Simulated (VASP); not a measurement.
# As in VASP: further runs

As is run at these levels: PBE; tasks: single point.

All numbers are computed with VASP 6.6.1; they aren't measurements. Logs are shortened: lines on timing, memory, paths and dates and some standing lists are left out, and cuts for length are marked.

### 1 The cell of the first run

The cell holds a slab with vacuum, 2 atoms: a = 3.497 Å, b = 3.497 Å, c = 28.000 Å, α = 90.00°, β = 90.00°, γ = 120.00°.

### 2 Single point, PBE

INCAR reads:

```
SYSTEM = As
PREC = Accurate
ENCUT = 520
EDIFF = 1E-7
ISMEAR = 0
SIGMA = 0.02
LREAL = .False.
LASPH = .True.
NELM = 80
ALGO = Normal
ISIF = 2
LWAVE = .False.
LCHARG = .True.
LDIPOL = .True.
IDIPOL = 3
DIPOL = 0.5 0.5 0.500
GGA = PE
LELF = .True.
LVHAR = .True.
LVACPOTAV = .True.
NBANDS = 12
```

KPOINTS reads:

```
Automatic mesh
0
Gamma
  9 9 1
  0 0 0
```

POSCAR reads:

```
As
1.0
    3.4970000000      0.0000000000      0.0000000000
   -1.7485000000      3.0284908370      0.0000000000
    0.0000000000      0.0000000000     28.0000000000
As
2
Direct
    0.3333333333      0.6666666667      0.5106428571
    0.6666666667      0.3333333333      0.4893571429
```

Potentials or basis: VASP PAW PBE potentials, release 64 (As).

Run with:

```bash
$ cat potpaw_PBE.64/As/POTCAR > POTCAR
$ mpirun -np 1 vasp_std > vasp.out
```

OUTCAR:

```text
SYSTEM = As
   PREC = Accurate
   ENCUT = 520
   EDIFF = 1E-7
   ISMEAR = 0
   LREAL = .False.
   LASPH = .True.
   NELM = 80
   ISIF = 2
   GGA = PE

 ion  position               nearest neighbor table
   1  0.333  0.667  0.511-   2 2.11   2 2.11   2 2.11
   2  0.667  0.333  0.489-   1 2.11   1 2.11   1 2.11

  LATTYP: Found a hexagonal cell.
 ALAT       =     3.4970000000
 C/A-ratio  =     8.0068630255

  Lattice vectors:

 A1 = (   3.4970000000,   0.0000000000,   0.0000000000)
 A2 = (  -1.7485000000,   3.0284908370,   0.0000000000)
 A3 = (   0.0000000000,   0.0000000000,  28.0000000000)

Analysis of symmetry for initial positions (statically):
=====================================================================
 Subroutine PRICEL returns:
 Original cell was already a primitive cell.

 Routine SETGRP: Setting up the symmetry group for a
 hexagonal supercell.

 Subroutine GETGRP returns: Found 12 space group operations
 (whereof 12 operations were pure point group operations)
 out of a pool of 24 trial point group operations.

The static configuration has the point symmetry D_3d.

Analysis of symmetry for dynamics (positions and initial velocities):
=====================================================================
 Subroutine PRICEL returns:
 Original cell was already a primitive cell.

 Routine SETGRP: Setting up the symmetry group for a
 hexagonal supercell.

 Subroutine GETGRP returns: Found 12 space group operations
 (whereof 12 operations were pure point group operations)
 out of a pool of 24 trial point group operations.

The dynamic configuration has the point symmetry D_3d.

 Subroutine INISYM returns: Found 12 space group operations
 (whereof 12 operations are pure point group operations),
 and found     1 'primitive' translations

----------------------------------------------------------------------------------------

                                     Primitive cell

  volume of cell :     296.5377

  direct lattice vectors                    reciprocal lattice vectors
     3.497000000  0.000000000  0.000000000     0.285959394  0.165098733  0.000000000
    -1.748500000  3.028490837  0.000000000     0.000000000  0.330197466  0.000000000
     0.000000000  0.000000000 28.000000000     0.000000000  0.000000000  0.035714286

  length of vectors
     3.497000000  3.497000000 28.000000000     0.330197466  0.330197466  0.035714286

  position of ions in fractional coordinates (direct lattice)
     0.333333333  0.666666667  0.510642857
     0.666666667  0.333333333  0.489357143

  ion indices of the primitive-cell ions
   primitive index   ion index
                 1           1
                 2           2

----------------------------------------------------------------------------------------

 KPOINTS: Automatic mesh

Automatic generation of k-mesh.
 Grid dimensions read from file:
 generate k-points for:    9    9    1

 Generating k-lattice:

  Cartesian coordinates                     Fractional coordinates (reciprocal lattice)
     0.031773266  0.018344304  0.000000000     0.111111111  0.000000000  0.000000000
     0.000000000  0.036688607  0.000000000     0.000000000  0.111111111  0.000000000
     0.000000000  0.000000000  0.035714286     0.000000000  0.000000000  1.000000000

  Length of vectors
     0.036688607  0.036688607  0.035714286

  Shift w.r.t. Gamma in fractional coordinates (k-lattice)
     0.000000000  0.000000000  0.000000000

 Subroutine IBZKPT returns following result:
 ===========================================

 Found     12 irreducible k-points:

 Following reciprocal coordinates:
            Coordinates               Weight
  0.000000  0.000000  0.000000      1.000000
  0.111111  0.000000  0.000000      6.000000
  0.222222  0.000000  0.000000      6.000000
  0.333333  0.000000  0.000000      6.000000
  0.444444  0.000000  0.000000      6.000000
  0.111111  0.111111  0.000000      6.000000
  0.222222  0.111111  0.000000     12.000000
  0.333333  0.111111  0.000000     12.000000
  0.444444  0.111111  0.000000      6.000000
  0.222222  0.222222  0.000000      6.000000
  0.333333  0.222222  0.000000     12.000000
  0.333333  0.333333  0.000000      2.000000
   k-points           NKPTS =     12   k-points in BZ     NKDIM =     12   number of bands    NBANDS=     12
   number of dos      NEDOS =    301   number of ions     NIONS =      2
   total plane-waves  NPLWV = 164640
   dimension x,y,z NGX =    28 NGY =   28 NGZ =  210
   dimension x,y,z NGXF=    56 NGYF=   56 NGZF=  420
   ions per type =               2
   NGX,Y,Z   is equivalent  to a cutoff of  13.31, 13.31, 12.47 a.u.
   NGXF,Y,Z  is equivalent  to a cutoff of  26.62, 26.62, 24.94 a.u.
 SYSTEM =  As
   PREC   = accura    normal or accurate (medium, high low for compatibility)
   ISTART =      0    job   : 0-new  1-cont  2-samecut
   ICHARG =      2    charge: 1-file 2-atom 10-const
   ISPIN  =      1    spin polarized calculation?
   LNONCOLLINEAR =      F non collinear calculations
   LSORBIT =      F    spin-orbit coupling
   LASPH  =      T    aspherical Exc in radial PAW
   ENCUT  =  520.0 eV  38.22 Ry    6.18 a.u.   6.50  6.50 52.06*2*pi/ulx,y,z
   NELM   =     80;   NELMIN=  2; NELMDL= -5     # of ELM steps
   EDIFF  = 0.1E-06   stopping-criterion for ELM
   LREAL  =      F    real-space projection
   EDIFFG = 0.1E-05   stopping-criterion for IOM
   NSW    =      0    number of steps for IOM
   IBRION =     -1    ionic relax: 0-MD 1-quasi-New 2-CG
   NFREE  =      0    steps in history (QN), initial steepest desc. (CG)
   ISIF   =      2    stress and relaxation
   ISYM   =      2    0-nonsym 1-usesym 2-fastsym
   POTIM  = 0.5000    time-step for ionic-motion
   TEBEG  =    0.0;   TEEND  =   0.0 temperature during run
   PSTRESS=    0.0 pullay stress
   NELECT =      10.0000    total number of electrons
   NUPDOWN=      -1.0000    fix difference up-down
   EMIN   =  10.00;   EMAX   =-10.00  energy-range for DOS
   EFERMI =   0.00;   METHOD = LEGACY
   ISMEAR =     0;   SIGMA  =   0.02  broadening in eV -4-tet -1-fermi 0-gaus
   EFERMI_NEDOS =   21; number of points for ismear=-14 and -15
   IALGO  =     38    algorithm
   IMIX   =      4    mixing-type and parameters
     AMIX     =   0.40;   BMIX     =  1.00
     AMIX_MAG =   1.60;   BMIX_MAG =  1.00
  volume/ion in A,a.u.               =     148.27      1000.57
  Fermi-wavevector in a.u.,A,eV,Ry     =   0.528910  0.999494  3.806168  0.279745
  Thomas-Fermi vector in A             =   1.550760
   LORBIT       =      0    0 simple, 1 ext, 2 COOP (PROOUT), +10 PAW based schemes
   GGA     = PE    functional components
   LHFCALC =     F    Hartree Fock is set to
   AEXX    =    0.0000 exact exchange contribution
   IVDW    =     0    specifies the selected vdW correction
   LEPSILON=     F    determine dielectric tensor
   LRPA    =     F    only Hartree local field effects (RPA)
 non-spin polarized calculation
 Gauss-broadening in eV      SIGMA  =   0.02
  energy-cutoff  :      520.00
  volume of cell :      296.54
 maximum number of plane-waves:      8059
 NGX is ok and might be reduce to    28
   NGX = 13   NGY = 13   NGZ =105

 number of electron      10.0000000 magnetization

 number of electron       9.9999999 magnetization

 dipolmoment           0.000000      0.000000     -0.000000 electrons x Angstroem

 Free energy of the ion-electron system (eV)
  ---------------------------------------------------
  ext. energy  EPLUGINS =         0.00000000
  ---------------------------------------------------
  free energy    TOTEN  =        -5.20800613 eV

  energy without entropy =       -5.20572102  energy(sigma->0) =       -5.20686358

 E-fermi :  -2.4674     XC(G=0):  -1.7330

 val. band max:       -2.4733770039   @ k =   0.2222   0.1111   0.0000
 cond. band min:      -2.3521610070   @ k =   0.4444   0.1111   0.0000
 fundamental gap:      0.1212159969
 Fermi energy:        -2.4674344206

 k-point     1 :       0.0000    0.0000    0.0000
  band No.  band energies     occupation
      1     -20.3070      2.00000
      2      -9.3709      2.00000
      3      -6.6516      2.00000
      4      -6.6516      2.00000
      5      -3.4746      2.00000
      6      -1.8703      0.00000
      7      -0.9166      0.00000
      8      -0.9166      0.00000
      9       0.9759      0.00000
     10       1.3607      0.00000
     11       1.6776      0.00000
     12       1.8191      0.00000

 k-point     2 :       0.1111    0.0000    0.0000
  band No.  band energies     occupation
      1     -20.1213      2.00000
      2      -9.3774      2.00000
      3      -8.0440      2.00000
      4      -7.0272      2.00000
      5      -2.4738      1.34867
      6      -1.8075      0.00000
      7      -0.7241      0.00000
      8      -0.2096      0.00000
      9       1.1734      0.00000
     10       1.5261      0.00000
     11       1.8112      0.00000
     12       2.0200      0.00000

 k-point     3 :       0.2222    0.0000    0.0000
  band No.  band energies     occupation
      1     -19.5708      2.00000
      2     -10.9222      2.00000
      3      -8.3867      2.00000
      4      -7.7594      2.00000
      5      -2.8311      2.00000
      6      -1.8266      0.00000
      7       0.9903      0.00000
      8       1.4450      0.00000
      9       1.7659      0.00000
     10       1.9174      0.00000
     11       2.2719      0.00000
     12       2.6205      0.00000

 k-point     4 :       0.3333    0.0000    0.0000
  band No.  band energies     occupation
      1     -18.6891      2.00000
      2     -13.0964      2.00000
      3      -8.3909      2.00000
      4      -7.6412      2.00000
      5      -3.5169      2.00000
      6      -2.5487      2.00000
      7       1.2011      0.00000
      8       2.7362      0.00000
      9       3.1209      0.00000
     10       3.2279      0.00000
     11       3.5637      0.00000
     12       3.6718      0.00000

 k-point     5 :       0.4444    0.0000    0.0000
  band No.  band energies     occupation
      1     -17.6675      2.00000
      2     -14.8072      2.00000
      3      -8.7363      2.00000
      4      -6.7827      2.00000
      5      -4.1445      2.00000
      6      -3.4065      2.00000
      7       1.9616      0.00000
      8       3.6324      0.00000
      9       3.6992      0.00000
     10       4.2580      0.00000
     11       4.6463      0.00000
     12       4.8975      0.00000

 k-point     6 :       0.1111    0.1111    0.0000
  band No.  band energies     occupation
      1     -19.7529      2.00000
      2     -10.2664      2.00000
      3      -8.4688      2.00000
      4      -7.8162      2.00000
      5      -1.8330      0.00000
      6      -1.5419      0.00000
      7      -0.9614      0.00000
      8       1.5491      0.00000
      9       1.6110      0.00000
     10       1.7422      0.00000
     11       2.0802      0.00000
     12       2.4223      0.00000

 k-point     7 :       0.2222    0.1111    0.0000
  band No.  band energies     occupation
      1     -19.0314      2.00000
      2     -12.2008      2.00000
      3      -8.7771      2.00000
      4      -7.8993      2.00000
      5      -2.4734      1.32566
      6      -1.7094      0.00000
      7       0.7140      0.00000
      8       1.5089      0.00000
      9       2.2893      0.00000
     10       2.8275      0.00000
     11       2.9612      0.00000
     12       3.2738      0.00000

 k-point     8 :       0.3333    0.1111    0.0000
  band No.  band energies     occupation
      1     -18.0274      2.00000
      2     -14.0979      2.00000
      3      -9.3963      2.00000
      4      -7.0002      2.00000
      5      -3.5849      2.00000
      6      -2.1622      0.00000
      7       1.5934      0.00000
      8       2.3387      0.00000
      9       3.6036      0.00000
     10       3.9095      0.00000
     11       4.0749      0.00000
     12       4.4620      0.00000

 k-point     9 :       0.4444    0.1111    0.0000
  band No.  band energies     occupation
      1     -17.2749      2.00000
      2     -15.1665      2.00000
      3      -9.6059      2.00000
      4      -6.3572      2.00000
      5      -4.3479      2.00000
      6      -2.3522      0.00000
      7       1.7206      0.00000
      8       3.1981      0.00000
      9       3.6194      0.00000
     10       5.1317      0.00000
     11       5.1920      0.00000
     12       5.6353      0.00000

 k-point    10 :       0.2222    0.2222    0.0000
  band No.  band energies     occupation
      1     -18.1634      2.00000
      2     -13.6519      2.00000
      3     -10.0133      2.00000
      4      -7.0932      2.00000
      5      -3.2305      2.00000
      6       0.2708      0.00000
      7       0.5232      0.00000
      8       1.6210      0.00000
      9       1.9781      0.00000
     10       3.4709      0.00000
     11       3.8459      0.00000
     12       4.2602      0.00000

 k-point    11 :       0.3333    0.2222    0.0000
  band No.  band energies     occupation
      1     -17.1081      2.00000
      2     -15.0531      2.00000
      3     -10.6841      2.00000
      4      -6.1287      2.00000
      5      -4.2973      2.00000
      6       0.1926      0.00000
      7       0.8069      0.00000
      8       2.8186      0.00000
      9       3.4838      0.00000
     10       4.6139      0.00000
     11       4.8683      0.00000
     12       5.2586      0.00000

 k-point    12 :       0.3333    0.3333    0.0000
  band No.  band energies     occupation
      1     -16.0613      2.00000
      2     -16.0613      2.00000
      3     -11.2123      2.00000
      4      -5.1752      2.00000
      5      -5.1752      2.00000
      6       0.2909      0.00000
      7       3.0723      0.00000
      8       3.0723      0.00000
      9       3.4587      0.00000
     10       4.1055      0.00000
     11       4.1055      0.00000
     12       5.7194      0.00000

------------------------ aborting loop because EDIFF is reached ----------------------------------------

 vacuum level on the upper side and lower side of the slab       (xc-potential included)        -0.089        -0.089

  FORCE on cell =-STRESS in cart. coord.  units (eV):
  Direction    XX          YY          ZZ          XY          YZ          ZX
  --------------------------------------------------------------------------------------
  -------------------------------------------------------------------------------------
  Total       18.3975406     18.3975406      3.8160073      0.0000000      0.0000000     -0.0000000
  in kB       99.4009250     99.4009250     20.6176828      0.0000000      0.0000000     -0.0000000
  external PRESSURE =      73.1398442 kB  Pullay stress =       0.0000000 kB

 VOLUME and BASIS-vectors are now :
 -----------------------------------------------------------------------------
  energy-cutoff  :      520.00
  volume of cell :      296.54
      direct lattice vectors                 reciprocal lattice vectors
     3.497000000  0.000000000  0.000000000     0.285959394  0.165098733  0.000000000
    -1.748500000  3.028490837  0.000000000     0.000000000  0.330197466  0.000000000
     0.000000000  0.000000000 28.000000000     0.000000000  0.000000000  0.035714286

 POSITION                                       TOTAL-FORCE (eV/Angst)
 -----------------------------------------------------------------------------------
     -0.00000      2.01899     14.29800        -0.000000      0.000000      6.407464
      1.74850      1.00950     13.70200         0.000000      0.000000     -6.407464
 -----------------------------------------------------------------------------------
    total drift:                               -0.000000     -0.000000      0.000000

  FREE ENERGIE OF THE ION-ELECTRON SYSTEM (eV)
  ---------------------------------------------------
  free  energy   TOTEN  =        -5.2080061340 eV

  energy  without entropy=       -5.2057210208  energy(sigma->0) =       -5.20686358

 vacuum level on the upper side and lower side of the slab         1.396         1.396
```

It took 91 s on 1 thread of Intel Xeon Platinum 8259CL at 2.50GHz (Skylake/Cascade Lake), shared host; peak memory 0.39 GiB.

Results:

```yaml
Free_energy: -5.2080 eV
Largest_force: 6.407 eV/Å
Band_gap_on_the_k_mesh: zero (bands 5 and 6 overlap by 1.57 eV)
Work_function_of_the_upper_face: 3.86 eV
Work_function_of_the_lower_face: 3.86 eV
```

Forces on the atoms (eV/Å):
```
As   0.000  0.000  6.407
As   0.000  0.000 -6.407
```

[end of part 1 of 2]
